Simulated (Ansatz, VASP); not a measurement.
Two plane-wave programs on Sb

Contents of INCAR:

```
PREC = Accurate
ENCUT = 520
EDIFF = 1E-7
ISMEAR = -1
SIGMA = 0.05
LREAL = False
LASPH = True
NELM = 100
ALGO = Normal
ISIF = 2
LWAVE = False
LCHARG = False
GGA = CA
NBANDS = 18
```

The input KPOINTS:

```
Automatic mesh
0
Gamma
  7 7 7
```

The input POSCAR:

```
Sb
1.0
   -4.1090505274      4.1090505274      2.0652122148
    4.1090505274     -4.1090505274      2.0652122148
    4.1090505274      4.1090505274     -2.0652122148
Sb
4
Direct
    0.6512630600      0.1512630600      0.8025261200
    0.1512630600      0.3487369400      0.5000000000
    0.3487369400      0.8487369400      0.1974738800
    0.8487369400      0.6512630600      0.5000000000
```

File input.yaml:

```yaml
crystal:
  lattice:
    - [-4.1090505274, 4.1090505274, 2.0652122148]
    - [4.1090505274, -4.1090505274, 2.0652122148]
    - [4.1090505274, 4.1090505274, -2.0652122148]
  atoms:
    - { symbol: Sb, position: [0.65126306, 0.15126306, 0.80252612] }
    - { symbol: Sb, position: [0.15126306, 0.34873694, 0.5] }
    - { symbol: Sb, position: [0.34873694, 0.84873694, 0.19747388] }
    - { symbol: Sb, position: [0.84873694, 0.65126306, 0.5] }
hamiltonian:
  xc: lda
  pseudopotentials: { kind: paw }
kpoints:
  mp_grid: { grid: [7, 7, 7] }
scf:
  occupations: { method: fermi_dirac, width: 0.05 }
output:
  forces: true
  stress: true
  eigenvalues: true
```

Alike in both runs: task single point; functional LDA; k mesh 7 × 7 × 7; occupations fermi-dirac, width 0.05 eV; no spin polarisation.

|  | VASP | Ansatz |
| --- | --- | --- |
| version | VASP 6.6.1 | Ansatz 0.2.0 |
| potentials or method | VASP PAW LDA potentials, release 64 (Sb) | Ansatz PAW |
| plane-wave cutoff (eV) | 520 | 420 |
| valence electrons in the cell | 20 | 60 |

|  | VASP | Ansatz | Ansatz less VASP |
| --- | --- | --- | --- |
| gap on the k mesh at the Fermi level (eV) | none | none | - |
| pressure (GPa) | -4.1 | -4.2 | -0.07 |
| traceless stress, the component that is largest in VASP (GPa) | -0.71 | -0.74 | -0.035 |
| rms of the force components (eV/Å) | 0.072 | 0.071 | -0.0015 |

LDA's correlation is that of Perdew and Zunger in VASP and of Perdew and Wang (1992) in Ansatz. Atom by atom the forces differ by 0.001 eV/Å (rms over components). A gap of «none» marks a metal or a gap that the smearing closes. VASP's potentials hold 20 valence electrons a cell and Ansatz's 60, so a difference there can come from the potentials and not from the codes.

Neither program's run includes spin-orbit coupling.
